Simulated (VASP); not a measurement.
# Pt (Fm-3m) in VASP: notebook

Pt is run at these levels: PBE; tasks: relaxation of cell and atoms.

Everything below comes from runs of VASP 6.6.1. Logs are shortened: lines on timing, memory, paths and dates and some standing lists are left out, and cuts for length are marked.

### Step 1. The cell of the first run

Symmetry: Fm-3m, No. 225, cubic system. Conventional cell: a = 3.921 Å, b = 3.921 Å, c = 3.921 Å, α = 90.00°, β = 90.00°, γ = 90.00°. Pt (site symmetry m-3m) has 12 Pt at 2.77 Å within 3.7 Å.

### Step 2. Relaxation of cell and atoms, PBE, target pressure 10 GPa, at which the enthalpy is minimised

Input file INCAR:

```
PREC     = Accurate       # precision mode
ENCUT    = 600            # plane-wave cutoff, eV
EDIFF    = 1E-7           # SCF threshold, eV
ISMEAR   = 0              # smearing method
SIGMA    = 0.1            # smearing width, eV
LREAL    = F              # projectors in reciprocal space
LASPH    = T              # aspherical terms in the spheres
NELM     = 80             # most SCF steps
ALGO     = Normal         # electronic algorithm
ISIF     = 3              # what is computed and relaxed
LWAVE    = F              # write WAVECAR
LCHARG   = F              # write CHGCAR
GGA      = PE             # functional
IBRION   = 2              # ionic algorithm
NSW      = 70             # ionic steps
EDIFFG   = -0.008         # ionic threshold
PSTRESS  = 100.0
```

Input file KPOINTS:

```
regular mesh
0
Gamma
  18 18 18
```

Input file POSCAR:

```
Pt
1.0
    0.0000000000      1.9605813273      1.9605813273
    1.9605813273      0.0000000000      1.9605813273
    1.9605813273      1.9605813273      0.0000000000
Pt
1
Direct
    0.0000000000      0.0000000000      0.0000000000
```

Potentials or basis: VASP PAW PBE potentials, release 64 (Pt).

Started as:

```sh
$ cat potpaw_PBE.64/Pt/POTCAR > POTCAR
$ mpirun -np 1 vasp_std > vasp.out
```

OUTCAR:

```text
PREC = Accurate
   ENCUT = 600
   EDIFF = 1E-7
   ISMEAR = 0
   LREAL = F
   LASPH = T
   NELM = 80
   ISIF = 3
   GGA = PE
   IBRION = 2
   NSW = 70
   EDIFFG = -0.008
   PSTRESS = 100.0

 ion  position               nearest neighbor table
   1  0.000  0.000  0.000-

  LATTYP: Found a face centered cubic cell.
 ALAT       =     3.9211626546

  Lattice vectors:

 A1 = (   0.0000000000,   1.9605813273,   1.9605813273)
 A2 = (   1.9605813273,   0.0000000000,   1.9605813273)
 A3 = (   1.9605813273,   1.9605813273,   0.0000000000)

Analysis of symmetry for initial positions (statically):
[... 33 lines left out ...]
                                     Primitive cell

  volume of cell :      15.0725

  direct lattice vectors                    reciprocal lattice vectors
     0.000000000  1.960581327  1.960581327    -0.255026401  0.255026401  0.255026401
     1.960581327  0.000000000  1.960581327     0.255026401 -0.255026401  0.255026401
     1.960581327  1.960581327  0.000000000     0.255026401  0.255026401 -0.255026401

  length of vectors
     2.772680703  2.772680703  2.772680703     0.441718684  0.441718684  0.441718684

  position of ions in fractional coordinates (direct lattice)
     0.000000000  0.000000000  0.000000000

  ion indices of the primitive-cell ions
   primitive index   ion index
                 1           1

----------------------------------------------------------------------------------------

 KPOINTS: regular mesh

Automatic generation of k-mesh.
 Grid dimensions read from file:
 generate k-points for:   18   18   18

 Generating k-lattice:

  Cartesian coordinates                     Fractional coordinates (reciprocal lattice)
    -0.014168133  0.014168133  0.014168133     0.055555556  0.000000000  0.000000000
     0.014168133 -0.014168133  0.014168133     0.000000000  0.055555556  0.000000000
     0.014168133  0.014168133 -0.014168133     0.000000000  0.000000000  0.055555556

  Length of vectors
     0.024539927  0.024539927  0.024539927

  Shift w.r.t. Gamma in fractional coordinates (k-lattice)
     0.000000000  0.000000000  0.000000000

 Subroutine IBZKPT returns following result:
 ===========================================

 Found    195 irreducible k-points:

 Following reciprocal coordinates:
            Coordinates               Weight
  0.000000  0.000000  0.000000      1.000000
  0.055556  0.000000  0.000000      8.000000
  0.111111  0.000000  0.000000      8.000000
  0.166667  0.000000  0.000000      8.000000
  0.222222  0.000000  0.000000      8.000000
  0.277778  0.000000  0.000000      8.000000
[... 16 lines left out ...]
 -0.277778  0.055556  0.000000     24.000000
 -0.222222  0.055556  0.000000     24.000000
 [... further k-points ...]
   k-points           NKPTS =    195   k-points in BZ     NKDIM =    195   number of bands    NBANDS=      9
   number of dos      NEDOS =    301   number of ions     NIONS =      1
   total plane-waves  NPLWV =  13824
   dimension x,y,z NGX =    24 NGY =   24 NGZ =   24
   dimension x,y,z NGXF=    48 NGYF=   48 NGZF=   48
   ions per type =               1
   NGX,Y,Z   is equivalent  to a cutoff of  14.39, 14.39, 14.39 a.u.
   NGXF,Y,Z  is equivalent  to a cutoff of  28.78, 28.78, 28.78 a.u.
 SYSTEM =  unknown system
   PREC   = accura    normal or accurate (medium, high low for compatibility)
   ISTART =      0    job   : 0-new  1-cont  2-samecut
   ICHARG =      2    charge: 1-file 2-atom 10-const
   ISPIN  =      1    spin polarized calculation?
   LNONCOLLINEAR =      F non collinear calculations
   LSORBIT =      F    spin-orbit coupling
   LASPH  =      T    aspherical Exc in radial PAW
   ENCUT  =  600.0 eV  44.10 Ry    6.64 a.u.   5.54  5.54  5.54*2*pi/ulx,y,z
   NELM   =     80;   NELMIN=  2; NELMDL= -5     # of ELM steps
   EDIFF  = 0.1E-06   stopping-criterion for ELM
   LREAL  =      F    real-space projection
   EDIFFG = -.8E-02   stopping-criterion for IOM
   NSW    =     70    number of steps for IOM
   IBRION =      2    ionic relax: 0-MD 1-quasi-New 2-CG
   NFREE  =      1    steps in history (QN), initial steepest desc. (CG)
   ISIF   =      3    stress and relaxation
   ISYM   =      2    0-nonsym 1-usesym 2-fastsym
   POTIM  = 0.5000    time-step for ionic-motion
   TEBEG  =    0.0;   TEEND  =   0.0 temperature during run
   PSTRESS=  100.0 pullay stress
   NELECT =      10.0000    total number of electrons
   NUPDOWN=      -1.0000    fix difference up-down
   EMIN   =  10.00;   EMAX   =-10.00  energy-range for DOS
   EFERMI =   0.00;   METHOD = LEGACY
   ISMEAR =     0;   SIGMA  =   0.10  broadening in eV -4-tet -1-fermi 0-gaus
   EFERMI_NEDOS =   21; number of points for ismear=-14 and -15
   IALGO  =     38    algorithm
   IMIX   =      4    mixing-type and parameters
     AMIX     =   0.40;   BMIX     =  1.00
     AMIX_MAG =   1.60;   BMIX_MAG =  1.00
  volume/ion in A,a.u.               =      15.07       101.71
  Fermi-wavevector in a.u.,A,eV,Ry     =   1.427841  2.698229 27.738620  2.038731
  Thomas-Fermi vector in A             =   2.547967
   LORBIT       =      0    0 simple, 1 ext, 2 COOP (PROOUT), +10 PAW based schemes
   GGA     = PE    functional components
   LHFCALC =     F    Hartree Fock is set to
   AEXX    =    0.0000 exact exchange contribution
   IVDW    =     0    specifies the selected vdW correction
   LEPSILON=     F    determine dielectric tensor
   LRPA    =     F    only Hartree local field effects (RPA)
 conjugate gradient relaxation of ions
 non-spin polarized calculation
 Gauss-broadening in eV      SIGMA  =   0.10
  energy-cutoff  :      600.00
  volume of cell :       15.07
 maximum number of plane-waves:       531
 NGX is ok and might be reduce to    24
   NGX = 11   NGY = 11   NGZ = 11

--------------------------------------- Ionic step        1  -------------------------------------------

 number of electron      10.0000000 magnetization

 Free energy of the ion-electron system (eV)
  ---------------------------------------------------
  ext. energy  EPLUGINS =         0.00000000
  ---------------------------------------------------
  free energy    TOTEN  =        -6.08415038 eV

  energy without entropy =       -6.07349396  energy(sigma->0) =       -6.07882217

------------------------ aborting loop because EDIFF is reached ----------------------------------------

  FORCE on cell =-STRESS in cart. coord.  units (eV):
  Direction    XX          YY          ZZ          XY          YZ          ZX
  --------------------------------------------------------------------------------------
  -------------------------------------------------------------------------------------
  Total        0.9180799      0.9180799      0.9180799      0.0000000      0.0000000      0.0000000
  in kB       97.5902647     97.5902647     97.5902647      0.0000000      0.0000000      0.0000000
  external PRESSURE =      -2.4097353 kB  Pullay stress =     100.0000000 kB

 VOLUME and BASIS-vectors are now :
 -----------------------------------------------------------------------------
  energy-cutoff  :      600.00
  volume of cell :       15.07
      direct lattice vectors                 reciprocal lattice vectors
     0.000000000  1.960581327  1.960581327    -0.255026401  0.255026401  0.255026401
     1.960581327  0.000000000  1.960581327     0.255026401 -0.255026401  0.255026401
     1.960581327  1.960581327  0.000000000     0.255026401  0.255026401 -0.255026401

 POSITION                                       TOTAL-FORCE (eV/Angst)
 -----------------------------------------------------------------------------------
      0.00000      0.00000      0.00000         0.000000      0.000000      0.000000
 -----------------------------------------------------------------------------------
    total drift:                               -0.000000     -0.000000     -0.000000

  FREE ENERGIE OF THE ION-ELECTRON SYSTEM (eV)
  ---------------------------------------------------
  free  energy   TOTEN  =        -6.0841503790 eV

  energy  without entropy=       -6.0734939632  energy(sigma->0) =       -6.07882217

  enthalpy is  TOTEN    =        -5.1434008718 eV   P V=        0.9407495072

--------------------------------------- Ionic step        2  -------------------------------------------

 number of electron      10.0000000 magnetization

------------------------ aborting loop because EDIFF is reached ----------------------------------------

  FORCE on cell =-STRESS in cart. coord.  units (eV):
  Direction    XX          YY          ZZ          XY          YZ          ZX
  --------------------------------------------------------------------------------------
  -------------------------------------------------------------------------------------
  Total        1.0079645      1.0079645      1.0079645      0.0000000      0.0000000      0.0000000
  in kB      107.4971383    107.4971383    107.4971383      0.0000000      0.0000000      0.0000000
  external PRESSURE =       7.4971383 kB  Pullay stress =     100.0000000 kB

 VOLUME and BASIS-vectors are now :
 -----------------------------------------------------------------------------
  energy-cutoff  :      600.00
  volume of cell :       15.02
      direct lattice vectors                 reciprocal lattice vectors
     0.000000000  1.958437156  1.958437156    -0.255305614  0.255305614  0.255305614
     1.958437156  0.000000000  1.958437156     0.255305614 -0.255305614  0.255305614
     1.958437156  1.958437156  0.000000000     0.255305614  0.255305614 -0.255305614

 POSITION                                       TOTAL-FORCE (eV/Angst)
 -----------------------------------------------------------------------------------
      0.00000      0.00000      0.00000        -0.000000      0.000000     -0.000000
 -----------------------------------------------------------------------------------
    total drift:                               -0.000000     -0.000000     -0.000000

  FREE ENERGIE OF THE ION-ELECTRON SYSTEM (eV)
  ---------------------------------------------------
  free  energy   TOTEN  =        -6.0809926904 eV

  energy  without entropy=       -6.0703908810  energy(sigma->0) =       -6.07569179

  enthalpy is  TOTEN    =        -5.1433263337 eV   P V=        0.9376663567

--------------------------------------- Ionic step        3  -------------------------------------------

 number of electron      10.0000000 magnetization

 Free energy of the ion-electron system (eV)
  ---------------------------------------------------
  ext. energy  EPLUGINS =         0.00000000
  ---------------------------------------------------
  free energy    TOTEN  =        -6.08336651 eV

  energy without entropy =       -6.07272415  energy(sigma->0) =       -6.07804533

 E-fermi :  11.2944     XC(G=0): -13.4994

 val. band max:       11.2920267447   @ k =  -0.3889   0.3889   0.1667
 cond. band min:      11.2950568500   @ k =   0.5000   0.5000   0.0000
 fundamental gap:      0.0030301053
 Fermi energy:        11.2944191224

 k-point     1 :       0.0000    0.0000    0.0000
  band No.  band energies     occupation
      1       1.0599      2.00000
      2       7.4941      2.00000
      3       7.4941      2.00000
      4       7.4941      2.00000
      5       9.6540      2.00000
      6       9.6540      2.00000
      7      25.9283      0.00000
      8      30.9025      0.00000
      9      30.9025      0.00000
[... 265 lines left out ...]
 k-point    24 :      -0.2222    0.0556    0.0000
  band No.  band energies     occupation
      1       3.1076      2.00000
      2       7.0017      2.00000
      3       7.8861      2.00000
      4       7.9538      2.00000
      5       9.4592      2.00000
      6      10.1422      2.00000
      7      24.9915      0.00000
      8      27.8428      0.00000
      9      32.3785      0.00000

 [... further k-points ...]
[... 5 lines left out ...]
  --------------------------------------------------------------------------------------
  -------------------------------------------------------------------------------------
  Total        0.9417851      0.9417851      0.9417851     -0.0000000     -0.0000000      0.0000000
  in kB      100.1946614    100.1946614    100.1946614     -0.0000000     -0.0000000      0.0000000
  external PRESSURE =       0.1946614 kB  Pullay stress =     100.0000000 kB

 VOLUME and BASIS-vectors are now :
 -----------------------------------------------------------------------------
  energy-cutoff  :      600.00
  volume of cell :       15.06
      direct lattice vectors                 reciprocal lattice vectors
     0.000000000  1.960029507  1.960029507    -0.255098200  0.255098200  0.255098200
     1.960029507  0.000000000  1.960029507     0.255098200 -0.255098200  0.255098200
     1.960029507  1.960029507  0.000000000     0.255098200  0.255098200 -0.255098200

 POSITION                                       TOTAL-FORCE (eV/Angst)
 -----------------------------------------------------------------------------------
      0.00000      0.00000      0.00000        -0.000000     -0.000000      0.000000
 -----------------------------------------------------------------------------------
    total drift:                               -0.000000      0.000000     -0.000000

  FREE ENERGIE OF THE ION-ELECTRON SYSTEM (eV)
  ---------------------------------------------------
  free  energy   TOTEN  =        -6.0833665064 eV

  energy  without entropy=       -6.0727241495  energy(sigma->0) =       -6.07804533

  enthalpy is  TOTEN    =        -5.1434111183 eV   P V=        0.9399553881

 reached required accuracy - stopping structural energy minimisation
```

Wall time 30 s (1 thread of AMD EPYC 9R45 (Zen 5), shared host); peak memory 0.14 GiB.

Results:

```yaml
Free_energy: -6.0834 eV
Relaxed_volume: 15.06 Å³/atom
Relaxed_cell: a = 2.772 Å, b = 2.772 Å, c = 2.772 Å, α = 60.00°, β = 60.00°, γ = 60.00°
Space_group_after_relaxing_to_0.05_Å: Fm-3m (No. 225)
Energy_change_on_relaxing_the_enthalpy_is_what_falls: +0.8 meV/atom
Ionic_steps: 3
Pressure_after_relaxing: 10.0 GPa
Band_gap_on_the_k_mesh: zero (band 5 reaches 11.79 eV, above the bottom of band 6 at 9.55 eV)
```

Step by step:
| step | energy change (eV) | largest force (eV/Å) | pressure (GPa) | volume (Å³) |
| --- | --- | --- | --- | --- |
| 1 | 0.0000 | 0.0000 | 9.76 | 15.07 |
| 2 | 0.0032 | 0.0000 | 10.75 | 15.02 |
| 3 | 0.0008 | 0.0000 | 10.02 | 15.06 |

Final structure:
```xyz
1
Lattice="0.0000 1.9600 1.9600 1.9600 0.0000 1.9600 1.9600 1.9600 0.0000" Properties=species:S:1:pos:R:3 pbc="T T T"
Pt    0.0000    0.0000    0.0000
```

Caveat: the cell is relaxed towards a set pressure, so the enthalpy falls and the energy may rise; spin-orbit coupling is left out, which moves the levels of the heavy elements.

### Step 3. Relaxation of cell and atoms, PBE, target pressure 2 GPa, at which the enthalpy is minimised

This run uses another cell than the first one, of 15.35 Å³/atom, 1.018 times its volume.

Input file INCAR:

```
  PREC = Accurate
  ENCUT = 600
  EDIFF = 1E-6
  ISMEAR = 0
  SIGMA = 0.1
  LREAL = F
  LASPH = T
  NELM = 60
  ALGO = Normal
  ISIF = 3
  LWAVE = F
  LCHARG = F
  GGA = PE
  IBRION = 2
  NSW = 70
  EDIFFG = -0.008
  PSTRESS = 20.0
```

KPOINTS is that of step 2.

Input file POSCAR:

```
Pt
1.0
    0.0000000000      1.9723388467      1.9723388467
    1.9723388467      0.0000000000      1.9723388467
    1.9723388467      1.9723388467      0.0000000000
Pt
1
Direct
    0.0000000000      0.0000000000      0.0000000000
```

Potentials or basis: VASP PAW PBE potentials, release 64 (Pt).

Started as:

```sh
$ cat potpaw_PBE.64/Pt/POTCAR > POTCAR
$ mpirun -np 1 vasp_std > vasp.out
```

Run time: 35 s. Hardware: 1 thread of AMD EPYC 9R45 (Zen 5), shared host; peak memory 0.14 GiB.

The run converged. Its results:

```yaml
Free_energy: -6.0994 eV
Relaxed_volume: 15.50 Å³/atom
Relaxed_cell: a = 2.798 Å, b = 2.798 Å, c = 2.798 Å, α = 60.00°, β = 60.00°, γ = 60.00°
Space_group_after_relaxing_to_0.05_Å: Fm-3m (No. 225)
Energy_change_on_relaxing_the_enthalpy_is_what_falls: -3.1 meV/atom
Ionic_steps: 3
Pressure_after_relaxing: 2.0 GPa
Band_gap_on_the_k_mesh: zero (band 5 reaches 11.22 eV, above the bottom of band 6 at 9.09 eV)
```

Step by step:
| step | energy change (eV) | largest force (eV/Å) | pressure (GPa) | volume (Å³) |
| --- | --- | --- | --- | --- |
| 1 | 0.0000 | 0.0000 | 4.61 | 15.35 |
| 2 | 0.0002 | 0.0000 | -4.37 | 15.91 |
| 3 | -0.0031 | 0.0000 | 1.99 | 15.50 |

Final structure:
```
CELL_PARAMETERS angstrom
0.00000 1.97879 1.97879
1.97879 0.00000 1.97879
1.97879 1.97879 0.00000
ATOMIC_POSITIONS crystal
Pt 0.00000 0.00000 0.00000
```

Levels at points of the mesh, in eV from the Fermi level:
```
           k point  band 1  band 2  band 3  band 4  band 5  band 6  band 7  band 8  band 9
(0.00, 0.00, 0.00)   -9.91   -3.63   -3.63   -3.63   -1.57   -1.57   14.71   19.52   19.52
(0.50, 0.00, 0.00)   -7.05   -3.69   -3.69   -0.36    0.03    0.03    5.63   14.27   18.79
(0.50, 0.50, 0.00)   -6.78   -6.34    0.00    0.46    0.46    1.83    8.59   11.31   11.31
```

Caveat: the cell is relaxed towards a set pressure, so the enthalpy falls and the energy may rise; spin-orbit coupling is left out, which moves the levels of the heavy elements. PBE usually gives volumes a little too large and moduli too small.

### Step 4. Relaxation of cell and atoms, PBE, target pressure 5 GPa, at which the enthalpy is minimised

This run uses another cell than the first one, of 15.34 Å³/atom, 1.018 times its volume.

Input file INCAR:

```
ALGO = Normal
EDIFF = 1E-6
EDIFFG = -0.008
ENCUT = 600
GGA = PE
IBRION = 2
ISIF = 3
ISMEAR = 0
LASPH = True
LCHARG = False
LREAL = False
LWAVE = False
NELM = 80
NSW = 70
PREC = Accurate
PSTRESS = 50.0
SIGMA = 0.1
```

Input file KPOINTS:

```
k-points
0
Gamma
  18 18 18
```

Input file POSCAR:

```
Pt
1.0
    0.0000000000      1.9722096301      1.9722096301
    1.9722096301      0.0000000000      1.9722096301
    1.9722096301      1.9722096301      0.0000000000
Pt
1
Direct
    0.0000000000      0.0000000000      0.0000000000
```

Started as:

```sh
$ cat potpaw_PBE.64/Pt/POTCAR > POTCAR
$ mpirun -np 1 vasp_std > vasp.out
```

Wall time 35 s (1 thread of AMD EPYC 9R45 (Zen 5), shared host); peak memory 0.14 GiB.

Results (log left out):

```
Free energy                                            : -6.0957 eV
Relaxed volume                                         : 15.32 Å³/atom
Relaxed cell                                           : a = 2.788 Å, b = 2.788 Å, c = 2.788 Å, α = 60.00°, β = 60.00°, γ = 60.00°
Space group after relaxing (to 0.05 Å)                 : Fm-3m (No. 225)
Energy change on relaxing (the enthalpy is what falls) : +0.6 meV/atom
Ionic steps                                            : 3
Pressure after relaxing                                : 5.0 GPa
Band gap on the k mesh                                 : zero (band 5 reaches 11.44 eV, above the bottom of band 6 at 9.27 eV)
```

Step by step:
```
step  energy change (eV)  largest force (eV/Å)  pressure (GPa)  volume (Å³)
   1              0.0000                0.0000            4.67        15.34
   2              0.0023                0.0000            5.93        15.27
   3              0.0006                0.0000            5.02        15.32
```

Final structure:
```
CELL_PARAMETERS angstrom
0.00000 1.97137 1.97137
1.97137 0.00000 1.97137
1.97137 1.97137 0.00000
ATOMIC_POSITIONS crystal
Pt 0.00000 0.00000 0.00000
```

Levels at points of the mesh, in eV from the Fermi level:
```csv
k point,band 1,band 2,band 3,band 4,band 5,band 6,band 7,band 8,band 9
"(0.00, 0.00, 0.00)",-10.04,-3.69,-3.69,-3.69,-1.60,-1.60,14.68,19.56,19.56
"(0.50, 0.00, 0.00)",-7.16,-3.76,-3.76,-0.41,0.03,0.03,5.72,14.24,18.87
"(0.50, 0.50, 0.00)",-6.90,-6.46,0.00,0.47,0.47,1.81,8.71,11.34,11.34
```

Caveat: the cell is relaxed towards a set pressure, so the enthalpy falls and the energy may rise; spin-orbit coupling is left out, which moves the levels of the heavy elements.

(Part 1 of 2 ends here.)
